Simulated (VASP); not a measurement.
Write the native input for VASP 6.6.1 that does the following.

* Task: single point
* Functional: r2SCAN
* Potentials or basis: VASP PAW PBE potentials, release 64 (K_sv)
* Cutoff: 520 eV
* k mesh: 8 × 8 × 8
* Occupations: methfessel-paxton, width 0.01 eV
* Spin: no spin polarisation
* Dipole correction: no
* Further INCAR settings: ALGO = Normal; EDIFF = 1e-06; NBANDS = 10

The system is K.

```xyz
1
Lattice="-2.6699 2.6699 2.6699 2.6699 -2.6699 2.6699 2.6699 2.6699 -2.6699" Properties=species:S:1:pos:R:3 pbc="T T T"
K     0.0000    0.0000    0.0000
```

The input as run:

POSCAR

```
K
1.0
   -2.6699463634      2.6699463634      2.6699463634
    2.6699463634     -2.6699463634      2.6699463634
    2.6699463634      2.6699463634     -2.6699463634
K
1
Direct
    0.0000000000      0.0000000000      0.0000000000
```

INCAR.step1

```
ALGO = Normal
EDIFF = 1E-4
ENCUT = 520
GGA = PE
ISMEAR = 1
LASPH = True
LCHARG = False
LREAL = False
LWAVE = True
NBANDS = 10
NELM = 80
PREC = Accurate
SIGMA = 0.01
```

INCAR.step2

```
ALGO = Normal
EDIFF = 1E-6
ENCUT = 520
ISIF = 2
ISMEAR = 1
ISTART = 1
LASPH = True
LCHARG = False
LMIXTAU = True
LREAL = False
LWAVE = False
METAGGA = R2SCAN
NBANDS = 10
NELM = 80
PREC = Accurate
SIGMA = 0.01
```

KPOINTS

```
k-points
0
Gamma
  8 8 8
```

Potentials or basis: VASP PAW PBE potentials, release 64 (K_sv).

Launch:

```console
$ cat potpaw_PBE.64/K_sv/POTCAR > POTCAR
$ cp INCAR.step1 INCAR
$ mpirun -np 1 vasp_std > vasp.out
$ cp INCAR.step2 INCAR
$ mpirun -np 1 vasp_std > vasp.out
```

Results of the run:

```
Pressure               : 0.0 GPa
Band gap on the k mesh : zero (an odd number of electrons rules out a gap without spin polarisation)
```

Caveat: the PAW data sets were made with another functional, which shifts forces and pressure a little.

Wall time 120 s on 1 thread of Intel Xeon 8259CL (shared host), peak memory 0.21 GiB.
